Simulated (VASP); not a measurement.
AgCl:

```
Ag Cl
1.0
     3.43397    0.00000    0.00000
     0.00000    3.43397    0.00000
     0.00000    0.00000    3.43397
Ag Cl
1 1
Cartesian
  0.0000 0.0000 0.0000
  1.7170 1.7170 1.7170
```

Base run:

| Property | Result |
| --- | --- |
| Program | VASP 6.6.1 |
| Functional | PBE |
| Potentials or basis | VASP PAW PBE potentials, release 64 (Ag, Cl) |
| Cutoff | 500 eV |
| k mesh | 8 × 8 × 8, shifted |
| Occupations | gaussian, width 0.02 eV |
| Spin | no spin polarisation |

Its results: band gap on the k mesh 1.28 eV, indirect (least direct gap 2.56 eV); pressure -0.2 GPa.

Q: The run is repeated on the same cell with these changes: k mesh from 8 × 8 × 8, shifted to 6 × 6 × 6, shifted. What comes out?

A: Band gap on the k mesh 1.71 eV, indirect (least direct gap 2.88 eV); pressure -0.3 GPa.

A k mesh can miss the band edges.
